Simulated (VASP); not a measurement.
# W (I4/mmm) in VASP: single point with PBEsol

Aim: the single point of W with PBEsol.

All numbers are computed with VASP 6.6.1; they aren't measurements. Logs are shortened: lines on timing, memory, paths and dates and some standing lists are left out, and cuts for length are marked.

**1. The cell of the first run**

The structure is tetragonal, space group I4/mmm (No. 139). The conventional cell has a = 2.827 Å, b = 2.827 Å, c = 4.448 Å, α = 90.00°, β = 90.00°, γ = 90.00°. Within 3.7 Å of W (site symmetry 4/mmm) lie 12 W at 2.83 to 2.99 Å.

**2. Single point, PBEsol (strain +0.1125 x Voigt [0, 1, 0, 0, 0, 0])**

INCAR

```
PREC     = Accurate       # precision mode
ENCUT    = 520            # plane-wave cutoff, eV
EDIFF    = 1E-7           # SCF threshold, eV
ISMEAR   = 0              # smearing method
SIGMA    = 0.15           # smearing width, eV
LREAL    = F              # projectors in reciprocal space
LASPH    = T              # aspherical terms in the spheres
NELM     = 100            # most SCF steps
ALGO     = Fast           # electronic algorithm
ISIF     = 2              # what is computed and relaxed
LWAVE    = F              # write WAVECAR
LCHARG   = F              # write CHGCAR
GGA      = PS             # functional
NBANDS   = 13             # bands
```

KPOINTS

```
Automatic mesh
0
Gamma
  26 26 26
```

POSCAR

```
W
1.0
    0.0000000000      2.2238827905      1.9989957667
    1.9989957667      0.0000000000      1.9989957667
    1.9989957667      2.2238827905      0.0000000000
W
1
Direct
    0.0000000000      0.0000000000      0.0000000000
```

Potentials or basis: VASP PAW PBE potentials, release 64 (W_sv).

On the command line:

```bash
cat potpaw_PBE.64/W_sv/POTCAR > POTCAR
mpirun -np 1 vasp_std > vasp.out
```

OUTCAR:

```text
PREC = Accurate
   ENCUT = 520
   EDIFF = 1E-7
   ISMEAR = 0
   LREAL = F
   LASPH = T
   NELM = 100
   ISIF = 2
   GGA = PS

 ion  position               nearest neighbor table
   1  0.000  0.000  0.000-

  LATTYP: Found a body centered tetragonal cell.
 ALAT       =     2.8270069244
 C/A-ratio  =     1.5733125882

  Lattice vectors:

 A1 = (   0.0000000000,  -2.2238827905,   1.9989957667)
 A2 = (   0.0000000000,  -2.2238827905,  -1.9989957667)
 A3 = (   1.9989957667,   2.2238827905,   0.0000000000)

Analysis of symmetry for initial positions (statically):
=====================================================================
 Subroutine PRICEL returns:
 Original cell was already a primitive cell.

 Routine SETGRP: Setting up the symmetry group for a
 body centered tetragonal supercell.

 Subroutine GETGRP returns: Found 16 space group operations
 (whereof 16 operations were pure point group operations)
 out of a pool of 16 trial point group operations.

The static configuration has the point symmetry D_4h.

Analysis of symmetry for dynamics (positions and initial velocities):
=====================================================================
 Subroutine PRICEL returns:
 Original cell was already a primitive cell.

 Routine SETGRP: Setting up the symmetry group for a
 body centered tetragonal supercell.

 Subroutine GETGRP returns: Found 16 space group operations
 (whereof 16 operations were pure point group operations)
 out of a pool of 16 trial point group operations.

The dynamic configuration has the point symmetry D_4h.

 Subroutine INISYM returns: Found 16 space group operations
 (whereof 16 operations are pure point group operations),
 and found     1 'primitive' translations

----------------------------------------------------------------------------------------

                                     Primitive cell

  volume of cell :      17.7732

  direct lattice vectors                    reciprocal lattice vectors
     0.000000000  2.223882790  1.998995767    -0.250125592  0.224831993  0.250125592
     1.998995767  0.000000000  1.998995767     0.250125592 -0.224831993  0.250125592
     1.998995767  2.223882790  0.000000000     0.250125592  0.224831993 -0.250125592

  length of vectors
     2.990257304  2.827006924  2.990257304     0.419136074  0.419136074  0.419136074

  position of ions in fractional coordinates (direct lattice)
     0.000000000  0.000000000  0.000000000

  ion indices of the primitive-cell ions
   primitive index   ion index
                 1           1

----------------------------------------------------------------------------------------

 KPOINTS: Automatic mesh

Automatic generation of k-mesh.
 Grid dimensions read from file:
 generate k-points for:   26   26   26

 Generating k-lattice:

  Cartesian coordinates                     Fractional coordinates (reciprocal lattice)
    -0.009620215  0.008647384  0.009620215     0.038461538  0.000000000  0.000000000
     0.009620215 -0.008647384  0.009620215    -0.000000000  0.038461538 -0.000000000
     0.009620215  0.008647384 -0.009620215     0.000000000  0.000000000  0.038461538

  Length of vectors
     0.016120618  0.016120618  0.016120618

  Shift w.r.t. Gamma in fractional coordinates (k-lattice)
     0.000000000  0.000000000  0.000000000

 Subroutine IBZKPT returns following result:
 ===========================================

 Found   1330 irreducible k-points:

 Following reciprocal coordinates:
            Coordinates               Weight
  0.000000  0.000000  0.000000      1.000000
  0.038462  0.000000  0.000000      8.000000
  0.076923  0.000000  0.000000      8.000000
  0.115385  0.000000  0.000000      8.000000
  0.153846  0.000000  0.000000      8.000000
  0.192308  0.000000  0.000000      8.000000
[... 16 lines left out ...]
  0.346154  0.038462  0.000000     16.000000
  0.384615  0.038462  0.000000     16.000000
 [... further k-points ...]
   k-points           NKPTS =   1330   k-points in BZ     NKDIM =   1330   number of bands    NBANDS=     13
   number of dos      NEDOS =    301   number of ions     NIONS =      1
   total plane-waves  NPLWV =  13824
   dimension x,y,z NGX =    24 NGY =   24 NGZ =   24
   dimension x,y,z NGXF=    48 NGYF=   48 NGZF=   48
   ions per type =               1
   NGX,Y,Z   is equivalent  to a cutoff of  13.34, 14.11, 13.34 a.u.
   NGXF,Y,Z  is equivalent  to a cutoff of  26.69, 28.23, 26.69 a.u.
 SYSTEM =  unknown system
   PREC   = accura    normal or accurate (medium, high low for compatibility)
   ISTART =      0    job   : 0-new  1-cont  2-samecut
   ICHARG =      2    charge: 1-file 2-atom 10-const
   ISPIN  =      1    spin polarized calculation?
   LNONCOLLINEAR =      F non collinear calculations
   LSORBIT =      F    spin-orbit coupling
   LASPH  =      T    aspherical Exc in radial PAW
   ENCUT  =  520.0 eV  38.22 Ry    6.18 a.u.   5.56  5.26  5.56*2*pi/ulx,y,z
   NELM   =    100;   NELMIN=  2; NELMDL= -5     # of ELM steps
   EDIFF  = 0.1E-06   stopping-criterion for ELM
   LREAL  =      F    real-space projection
   EDIFFG = 0.1E-05   stopping-criterion for IOM
   NSW    =      0    number of steps for IOM
   IBRION =     -1    ionic relax: 0-MD 1-quasi-New 2-CG
   NFREE  =      0    steps in history (QN), initial steepest desc. (CG)
   ISIF   =      2    stress and relaxation
   ISYM   =      2    0-nonsym 1-usesym 2-fastsym
   POTIM  = 0.5000    time-step for ionic-motion
   TEBEG  =    0.0;   TEEND  =   0.0 temperature during run
   PSTRESS=    0.0 pullay stress
   NELECT =      14.0000    total number of electrons
   NUPDOWN=      -1.0000    fix difference up-down
   EMIN   =  10.00;   EMAX   =-10.00  energy-range for DOS
   EFERMI =   0.00;   METHOD = LEGACY
   ISMEAR =     0;   SIGMA  =   0.15  broadening in eV -4-tet -1-fermi 0-gaus
   EFERMI_NEDOS =   21; number of points for ismear=-14 and -15
   IALGO  =     68    algorithm
   IMIX   =      4    mixing-type and parameters
     AMIX     =   0.40;   BMIX     =  1.00
     AMIX_MAG =   1.60;   BMIX_MAG =  1.00
  volume/ion in A,a.u.               =      17.77       119.94
  Fermi-wavevector in a.u.,A,eV,Ry     =   1.511921  2.857116 31.101608  2.285904
  Thomas-Fermi vector in A             =   2.621914
   LORBIT       =      0    0 simple, 1 ext, 2 COOP (PROOUT), +10 PAW based schemes
   GGA     = PS    functional components
   LHFCALC =     F    Hartree Fock is set to
   AEXX    =    0.0000 exact exchange contribution
   IVDW    =     0    specifies the selected vdW correction
   LEPSILON=     F    determine dielectric tensor
   LRPA    =     F    only Hartree local field effects (RPA)
 non-spin polarized calculation
 RMM-DIIS sequential band-by-band and
 Gauss-broadening in eV      SIGMA  =   0.15
  energy-cutoff  :      520.00
  volume of cell :       17.77
 maximum number of plane-waves:       493
   NGX = 11   NGY = 11   NGZ = 11

 number of electron      13.9999999 magnetization

 Free energy of the ion-electron system (eV)
  ---------------------------------------------------
  ext. energy  EPLUGINS =         0.00000000
  ---------------------------------------------------
  free energy    TOTEN  =       -13.23153820 eV

  energy without entropy =      -13.21991057  energy(sigma->0) =      -13.22572438

 E-fermi :   9.4668     XC(G=0): -13.1167

 val. band max:        9.4661164256   @ k =  -0.4615   0.1538  -0.0000
 cond. band min:       9.4678759387   @ k =   0.0769   0.1154   0.0385
 fundamental gap:      0.0017595131
 Fermi energy:         9.4668259368

 k-point     1 :       0.0000    0.0000    0.0000
  band No.  band energies     occupation
      1     -64.5608      2.00000
      2     -28.3326      2.00000
      3     -28.2315      2.00000
      4     -28.2315      2.00000
      5       0.6843      2.00000
      6       7.9359      2.00000
      7       9.3098      1.86131
      8       9.3098      1.86131
      9      10.4619      0.00000
     10      12.4679      0.00000
     11      22.1454      0.00000
     12      24.9306      0.00000
     13      27.8302      0.00000

 k-point     2 :       0.0385    0.0000    0.0000
  band No.  band energies     occupation
      1     -64.5597      2.00000
      2     -28.3376      2.00000
      3     -28.2430      2.00000
      4     -28.2322      2.00000
      5       0.7442      2.00000
      6       7.9518      2.00000
      7       9.2714      1.93457
      8       9.3378      1.77627
      9      10.4528      0.00000
     10      12.4298      0.00000
     11      22.2648      0.00000
     12      24.9783      0.00000
     13      27.5350      0.00000

 k-point     3 :       0.0769    0.0000    0.0000
  band No.  band energies     occupation
      1     -64.5565      2.00000
      2     -28.3552      2.00000
      3     -28.2735      2.00000
      4     -28.2346      2.00000
      5       0.9214      2.00000
      6       7.9899      2.00000
      7       9.1647      1.99561
      8       9.4186      1.35042
      9      10.4395      0.00000
     10      12.3234      0.00000
     11      22.6045      0.00000
     12      25.0416      0.00000
     13      27.0114      0.00000
[... 305 lines left out ...]
 k-point    23 :       0.3462    0.0385    0.0000
  band No.  band energies     occupation
      1     -64.5022      2.00000
      2     -28.9466      2.00000
      3     -28.4453      2.00000
      4     -28.2773      2.00000
      5       3.7136      2.00000
      6       8.0122      2.00000
      7       8.3836      2.00000
      8       9.6112      0.17349
      9      12.2940      0.00000
     10      12.7225      0.00000
     11      20.7266      0.00000
     12      23.7139      0.00000
     13      29.2704      0.00000

 k-point    24 :       0.3846    0.0385    0.0000
  band No.  band energies     occupation
      1     -64.4950      2.00000
      2     -29.0281      2.00000
      3     -28.4613      2.00000
      4     -28.2833      2.00000
      5       3.9390      2.00000
      6       8.1022      2.00000
      7       8.5428      2.00000
      8       9.4894      0.83152
      9      12.7043      0.00000
     10      13.2065      0.00000
     11      20.0448      0.00000
     12      22.8392      0.00000
     13      28.3459      0.00000

 [... further k-points ...]

------------------------ aborting loop because EDIFF is reached ----------------------------------------

  FORCE on cell =-STRESS in cart. coord.  units (eV):
  Direction    XX          YY          ZZ          XY          YZ          ZX
  --------------------------------------------------------------------------------------
  -------------------------------------------------------------------------------------
  Total       -3.2365853     -2.0737476     -3.2365853      0.0000000      0.0000000      0.0000000
  in kB     -291.7641995   -186.9393992   -291.7641995      0.0000000      0.0000000      0.0000000
  external PRESSURE =    -256.8225994 kB  Pullay stress =       0.0000000 kB

 VOLUME and BASIS-vectors are now :
 -----------------------------------------------------------------------------
  energy-cutoff  :      520.00
  volume of cell :       17.77
      direct lattice vectors                 reciprocal lattice vectors
     0.000000000  2.223882790  1.998995767    -0.250125592  0.224831993  0.250125592
     1.998995767  0.000000000  1.998995767     0.250125592 -0.224831993  0.250125592
     1.998995767  2.223882790  0.000000000     0.250125592  0.224831993 -0.250125592

 POSITION                                       TOTAL-FORCE (eV/Angst)
 -----------------------------------------------------------------------------------
      0.00000      0.00000      0.00000         0.000000     -0.000000      0.000000
 -----------------------------------------------------------------------------------
    total drift:                               -0.000000      0.000000      0.000000

  FREE ENERGIE OF THE ION-ELECTRON SYSTEM (eV)
  ---------------------------------------------------
  free  energy   TOTEN  =       -13.2315382019 eV

  energy  without entropy=      -13.2199105656  energy(sigma->0) =      -13.22572438
```

It took 2.4 min on 1 thread of Intel Xeon Platinum 8375C at 2.90GHz (Ice Lake), shared host; peak memory 0.39 GiB.

What came out:

```
Free energy            : -13.2315 eV
Pressure               : -25.7 GPa
Band gap on the k mesh : zero (bands 7 and 8 overlap by 3.75 eV)
```

Caveat: the cell differs from its parent crystal (strain +0.1125 x Voigt [0, 1, 0, 0, 0, 0]); the cell stands under tension; the PAW data sets were made with another functional, which shifts forces and pressure a little; spin-orbit coupling is left out, which moves the levels of the heavy elements.
